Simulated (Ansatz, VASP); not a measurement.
## One calculation of W, two programs

```xyz
2
Lattice="2.7149 0.0000 0.0000 -0.9050 2.5597 0.0000 0.0000 0.0000 18.2167" Properties=species:S:1:pos:R:3 pbc="T T T"
W     0.4525    0.6399    8.0877
W     1.3575    1.9197   10.1290
```

Alike in both runs: functional LDA; k mesh 14 × 14 × 1; occupations fermi-dirac, width 0.1 eV; no spin polarisation.

Ansatz relaxed the structure, and its values are those at the end. VASP's run is a single point on that final structure, the one shown.

```csv
,VASP,Ansatz
version,VASP 6.6.1,Ansatz 0.2.0
potentials or method,"VASP PAW LDA potentials, release 64 (W_sv), cutoff 520 eV","all-electron LAPW, scalar-relativistic"
```

Ansatz gave:

* rms of the force components (eV/Å): 0.005

Q: Which values does VASP return?

A: rms of the force components (eV/Å): 0.070.

LDA's correlation is that of Perdew and Zunger in VASP and of Perdew and Wang (1992) in Ansatz. Ansatz ran all-electron here, and VASP with PAW potentials.

Neither program's run includes spin-orbit coupling.
